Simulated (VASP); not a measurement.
Write the native input for VASP 6.6.1 that does the following.

- Task: relaxation of cell and atoms
- Functional: LDA
- Potentials or basis: VASP PAW LDA potentials, release 64 (Ga_d)
- Cutoff: 600 eV
- k mesh: 15 × 15 × 15
- Occupations: fermi-dirac, width 0.1 eV
- Spin: no spin polarisation
- Target pressure: 230 GPa
- Dipole correction: no
- Further INCAR settings: ALGO = Normal; EDIFF = 1e-06; IBRION = 2; EDIFFG = -0.005; NSW = 60; ISIF = 3

The structure of Ga lies in POSCAR:

```
Ga
1.0
    0.0000000000      2.0964527573      2.0964527573
    2.0964527573      0.0000000000      2.0964527573
    2.0964527573      2.0964527573      0.0000000000
Ga
2
Direct
   -0.1250000000     -0.1250000000     -0.1250000000
    0.1250000000      0.1250000000      0.1250000000
```

This isn't the form of Ga at room conditions, which is orthorhombic.

One way to write it, as run:

INCAR

```
SYSTEM = Ga
PREC = Accurate ; ENCUT = 600
EDIFF = 1E-6 ; ISMEAR = -1
SIGMA = 0.1 ; LREAL = .False.
LASPH = .True. ; NELM = 100
ALGO = Normal ; ISIF = 3
LWAVE = .False. ; LCHARG = .False.
GGA = CA ; IBRION = 2
NSW = 60 ; EDIFFG = -0.005
PSTRESS = 2300.0
```

KPOINTS

```
regular mesh
0
Gamma
  15 15 15
  0 0 0
```

Potentials or basis: VASP PAW LDA potentials, release 64 (Ga_d).

The run is started by

```sh
$ cat potpaw_LDA.64/Ga_d/POTCAR > POTCAR
$ mpirun -np 1 vasp_std > vasp.out
```

It gave:

```json
{"Relaxed volume": "10.59 Å³/atom", "Relaxed cell": "a = 3.106 Å, b = 3.106 Å, c = 3.106 Å, α = 60.00°, β = 60.00°, γ = 60.00°", "Space group after relaxing (to 0.1 Å)": "Fd-3m (No. 227)", "Energy change on relaxing (the run minimises the enthalpy)": "-2548.7 meV/atom", "Ionic steps": "11", "Pressure after relaxing": "229.9 GPa", "Band gap on the k mesh": "zero (bands 13 and 14 overlap by 10.53 eV)"}
```

Caveat: the cell is relaxed towards a set pressure, so the run minimises the enthalpy, not the energy.

Wall time 5.3 min on 1 thread of Intel Xeon 8259CL (shared host), peak memory 0.16 GiB.
